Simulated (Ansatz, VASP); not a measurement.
This is a calculation of Ge for Ansatz 0.2.0.

input.yaml

```yaml
crystal:
  lattice:
    - [0.0, 2.82891, 2.82891]
    - [2.82891, 0.0, 2.82891]
    - [2.82891, 2.82891, 0.0]
  atoms:
    - { symbol: Ge, position: [0.75, 0.75, 0.75], spin: 0.5, spin_axis: [1.0, 0.0, 0.0] }
    - { symbol: Ge, position: [0.5, 0.5, 0.5], spin: 0.5, spin_axis: [-1.0, 0.0, 0.0] }
kpoints:
  mp_grid: { grid: [6, 6, 6] }
scf:
  occupations: { method: methfessel_paxton, width: 0.15 }
hamiltonian:
  xc: pbe
  pseudopotentials: { kind: all_electron, lapw: { basis_error: 0.0005 } }
magnetization:
  noncollinear: true
output:
  forces: true
  stress: true
  eigenvalues: true
```

Potentials or basis: all-electron LAPW, scalar-relativistic.

The run is started by

```console
$ ansatz run input.yaml --threads 1 --pin off --max-ram 2560MiB --backend cpu --events-out ev --progress --plain --runs-dir out
```

Question: Set up the same calculation for VASP 6.6.1. Potentials there: VASP PAW PBE potentials, release 64 (Ge_d).

Answer: As run (the cutoff follows the program's own potentials):

The input INCAR:

```
ALGO = Normal
EDIFF = 1E-7
ENCUT = 520
GGA = PE
ISIF = 2
ISMEAR = 1
LASPH = True
LCHARG = False
LNONCOLLINEAR = True
LORBIT = 11
LREAL = False
LWAVE = False
MAGMOM = 0.5 0 0 -0.5 0 0
NBANDS = 40
NELM = 150
PREC = Accurate
SIGMA = 0.15
```

File KPOINTS:

```
k-points
0
Gamma
  6 6 6
```

File POSCAR:

```
Ge
1.0
    0.0000000000      2.8289100000      2.8289100000
    2.8289100000      0.0000000000      2.8289100000
    2.8289100000      2.8289100000      0.0000000000
Ge
2
Direct
    0.7500000000      0.7500000000      0.7500000000
    0.5000000000      0.5000000000      0.5000000000
```

Potentials or basis: VASP PAW PBE potentials, release 64 (Ge_d).

Launch:

```bash
$ cat potpaw_PBE.64/Ge_d/POTCAR > POTCAR
$ mpirun -np 1 vasp_ncl > vasp.out
```

Both were run:

|  | VASP | Ansatz | Ansatz less VASP |
| --- | --- | --- | --- |
| gap on the k mesh at the Fermi level (eV) | none | none | - |
| pressure (GPa) | 3.6 | 3.7 | +0.09 |
| net moment per atom (μB) | 0.00 | 0.00 | 0.000 |

A gap of «none» marks a metal or a gap that the smearing closes. Ansatz ran all-electron here, and VASP with PAW potentials.

Noted on Ansatz's run: the program listed the state as in doubt; the k mesh is thin for a metal, which can move the energy by tens of meV per atom.
